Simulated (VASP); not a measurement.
Here is a VASP 6.6.1 calculation.

File INCAR:

```
SYSTEM = Ti
PREC = Accurate
ENCUT = 520
EDIFF = 1E-6
ISMEAR = -1
SIGMA = 0.1
LREAL = .False.
LASPH = .True.
NELM = 100
ALGO = Normal
ISIF = 2
LWAVE = .False.
LCHARG = .True.
GGA = CA
LELF = .True.
LVHAR = .True.
NBANDS = 19
```

Contents of KPOINTS:

```
Automatic mesh
0
Gamma
  13 13 8
  0 0 0
```

The input POSCAR:

```
Ti
1.0
    2.8638698861      0.0000000000      0.0000000000
   -1.4319349430      2.4801840745      0.0000000000
    0.0000000000      0.0000000000      4.5399943151
Ti
2
Direct
    0.3333333333      0.6666666667      0.2500000000
    0.6666666667      0.3333333333      0.7500000000
```

Potentials or basis: VASP PAW LDA potentials, release 64 (Ti_sv).

The run is started by

```sh
$ cat potpaw_LDA.64/Ti_sv/POTCAR > POTCAR
$ mpirun -np 1 vasp_std > vasp.out
```

Estimate the band gap on the k mesh.

zero (band 12 reaches 9.68 eV, above the bottom of band 13 at 8.68 eV).

What does it give for the pressure?

-0.1 GPa.
